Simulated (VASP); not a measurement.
# Ta (Pm-3m) in VASP: notebook, part 2 of 2

VASP 6.6.1. Earlier steps stand in the parts before.

### Step 4. Single point, PBE (volume scaled by 0.84)

The input, INCAR:

```
  ALGO = Normal
  EDIFF = 1E-7
  ENCUT = 520
  GGA = PE
  ISIF = 2
  ISMEAR = -1
  LASPH = T
  LCHARG = F
  LREAL = F
  LWAVE = F
  NBANDS = 12
  NELM = 60
  PREC = Accurate
  SIGMA = 0.08
```

The input, KPOINTS:

```
k-points
0
Gamma
  14 14 14
```

The input, POSCAR:

```
Ta
1.0
    2.5899403463      0.0000000000      0.0000000000
    0.0000000000      2.5899403463      0.0000000000
    0.0000000000      0.0000000000      2.5899403463
Ta
1
Direct
    0.0000000000      0.0000000000      0.0000000000
```

Potentials or basis: VASP PAW PBE potentials, release 64 (Ta_pv).

Command:

```
$ cat potpaw_PBE.64/Ta_pv/POTCAR > POTCAR
$ mpirun -np 1 vasp_std > vasp.out
```

OUTCAR:

```text
EDIFF = 1E-7
   ENCUT = 520
   GGA = PE
   ISIF = 2
   ISMEAR = -1
   LASPH = T
   LREAL = F
   NELM = 60
   PREC = Accurate

 ion  position               nearest neighbor table
   1  0.000  0.000  0.000-

  LATTYP: Found a simple cubic cell.
 ALAT       =     2.5899403463

  Lattice vectors:

 A1 = (   2.5899403463,   0.0000000000,   0.0000000000)
 A2 = (   0.0000000000,   2.5899403463,   0.0000000000)
 A3 = (   0.0000000000,   0.0000000000,   2.5899403463)

Analysis of symmetry for initial positions (statically):
=====================================================================
 Subroutine PRICEL returns:
 Original cell was already a primitive cell.

 Routine SETGRP: Setting up the symmetry group for a
 simple cubic supercell.

 Subroutine GETGRP returns: Found 48 space group operations
 (whereof 48 operations were pure point group operations)
 out of a pool of 48 trial point group operations.

The static configuration has the point symmetry O_h .

Analysis of symmetry for dynamics (positions and initial velocities):
=====================================================================
 Subroutine PRICEL returns:
 Original cell was already a primitive cell.

 Routine SETGRP: Setting up the symmetry group for a
 simple cubic supercell.

 Subroutine GETGRP returns: Found 48 space group operations
 (whereof 48 operations were pure point group operations)
 out of a pool of 48 trial point group operations.

The dynamic configuration has the point symmetry O_h .

 Subroutine INISYM returns: Found 48 space group operations
 (whereof 48 operations are pure point group operations),
 and found     1 'primitive' translations

----------------------------------------------------------------------------------------

                                     Primitive cell

  volume of cell :      17.3728

  direct lattice vectors                    reciprocal lattice vectors
[... 107 lines left out ...]
  Fermi-wavevector in a.u.,A,eV,Ry     =   1.405775  2.656530 26.887897  1.976205
  Thomas-Fermi vector in A             =   2.528203
   LORBIT       =      0    0 simple, 1 ext, 2 COOP (PROOUT), +10 PAW based schemes
   GGA     = PE    functional components
   LHFCALC =     F    Hartree Fock is set to
   AEXX    =    0.0000 exact exchange contribution
   IVDW    =     0    specifies the selected vdW correction
   LEPSILON=     F    determine dielectric tensor
   LRPA    =     F    only Hartree local field effects (RPA)
 non-spin polarized calculation
  energy-cutoff  :      520.00
  volume of cell :       17.37
 maximum number of plane-waves:       480
 NGX is ok and might be reduce to    20
   NGX =  9   NGY =  9   NGZ =  9

 number of electron      11.0000003 magnetization

 Free energy of the ion-electron system (eV)
  ---------------------------------------------------
  ext. energy  EPLUGINS =         0.00000000
  ---------------------------------------------------
  free energy    TOTEN  =       -10.38556519 eV

  energy without entropy =      -10.36600985  energy(sigma->0) =      -10.37578752

 E-fermi :   5.8527     XC(G=0): -12.6875

 val. band max:        5.8184366870   @ k =   0.5000   0.5000   0.1429
 cond. band min:       5.8605173462   @ k =   0.4286   0.3571   0.2143
 fundamental gap:      0.0420806592
 Fermi energy:         5.8526653069

 k-point     1 :       0.0000    0.0000    0.0000
  band No.  band energies     occupation
      1     -27.0538      2.00000
      2     -27.0538      2.00000
      3     -27.0538      2.00000
      4      -2.0441      2.00000
      5       2.5350      2.00000
      6       2.5350      2.00000
      7      13.2915      0.00000
      8      13.2915      0.00000
      9      13.2915      0.00000
     10      20.6413      0.00000
     11      22.1119      0.00000
     12      22.1119      0.00000
[... 331 lines left out ...]
 k-point    24 :       0.3571    0.2143    0.0000
  band No.  band energies     occupation
      1     -28.5643      2.00000
      2     -27.6789      2.00000
      3     -26.8364      2.00000
      4       2.0366      2.00000
      5       3.9770      2.00000
      6       6.0951      0.09216
      7       9.2258      0.00000
      8       9.5051      0.00000
      9      11.6420      0.00000
     10      17.8124      0.00000
     11      20.6393      0.00000
     12      22.2110      0.00000

 [... further k-points ...]
[... 5 lines left out ...]
  --------------------------------------------------------------------------------------
  -------------------------------------------------------------------------------------
  Total        3.7569331      3.7569331      3.7569331     -0.0000000     -0.0000000      0.0000000
  in kB      346.4772793    346.4772793    346.4772793     -0.0000000     -0.0000000      0.0000000
  external PRESSURE =     346.4772793 kB  Pullay stress =       0.0000000 kB

 VOLUME and BASIS-vectors are now :
 -----------------------------------------------------------------------------
  energy-cutoff  :      520.00
  volume of cell :       17.37
      direct lattice vectors                 reciprocal lattice vectors
     2.589940346  0.000000000  0.000000000     0.386109279  0.000000000  0.000000000
     0.000000000  2.589940346  0.000000000     0.000000000  0.386109279  0.000000000
     0.000000000  0.000000000  2.589940346     0.000000000  0.000000000  0.386109279

 POSITION                                       TOTAL-FORCE (eV/Angst)
 -----------------------------------------------------------------------------------
      0.00000      0.00000      0.00000         0.000000      0.000000      0.000000
 -----------------------------------------------------------------------------------
    total drift:                               -0.000000      0.000000     -0.000000

  FREE ENERGIE OF THE ION-ELECTRON SYSTEM (eV)
  ---------------------------------------------------
  free  energy   TOTEN  =       -10.3855651908 eV

  energy  without entropy=      -10.3660098525  energy(sigma->0) =      -10.37578752
```

stdout:

```text
POSCAR found type information on POSCAR Ta
 POSCAR found :  1 types and       1 ions
 scaLAPACK will be used
 LDA part: xc-table for (Slater+PW92), standard interpolation
 POSCAR, INCAR and KPOINTS ok, starting setup
 FFT: planning ... GRIDC
 FFT: planning ... GRID_SOFT
 FFT: planning ... GRID
 WAVECAR not read
 entering main loop
```

It took 10 s on 1 thread of AMD EPYC 9R45 (Zen 5), shared host; peak memory 0.11 GiB.

What came out:

```
Free energy : -10.3856 eV
Pressure    : 34.6 GPa
```

Caveat: spin-orbit coupling is left out, which moves the levels of the heavy elements.

### Step 5. The runs side by side

| cell | gap on the mesh (eV) | pressure (GPa) |
| --- | --- | --- |
| a = 2.315 Å, 1 atom | none | 202.4 |
| a = 2.414 Å, 1 atom | none | 118.1 |
| a = 2.590 Å, 1 atom | none | 34.6 |

Alike in all rows: task single point; level PBE; potentials or basis VASP PAW PBE potentials, release 64 (Ta_pv); no spin polarisation; k mesh 14 × 14 × 14; cutoff (eV) 520; smearing fermi-dirac 0.08 eV.

Caveats: spin-orbit coupling is left out, which moves the levels of the heavy elements.

Absolute energies hang on the potentials; compare differences alone.
